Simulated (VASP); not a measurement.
Crystal: InP.

```
In P
1.0
     3.41342    0.00000    0.00000
     0.00000    3.41342    0.00000
     0.00000    0.00000    3.41342
In P
1 1
Cartesian
  0.0000 0.0000 0.0000
  1.7067 1.7067 1.7067
```

Base run:

- Program: VASP 6.6.1
- Functional: r2SCAN
- Potentials or basis: VASP PAW PBE potentials, release 64 (In_d, P)
- Cutoff: 520 eV
- k mesh: 6 × 6 × 6
- Occupations: fermi-dirac, width 0.02 eV
- Spin: no spin polarisation

Its results: band gap on the k mesh zero (band 9 reaches 9.06 eV, above the bottom of band 10 at 6.43 eV); pressure 0.1 GPa.

Problem. The run is repeated on the same cell with these changes: functional from r2SCAN to PBE. What comes out?

Solution. Band gap on the k mesh zero (band 9 reaches 9.11 eV, above the bottom of band 10 at 6.58 eV); pressure 1.4 GPa.

Caveats: spin-orbit coupling is left out, which moves the levels of the heavy elements; the PAW data sets were made with another functional, which shifts forces and pressure a little (some runs).
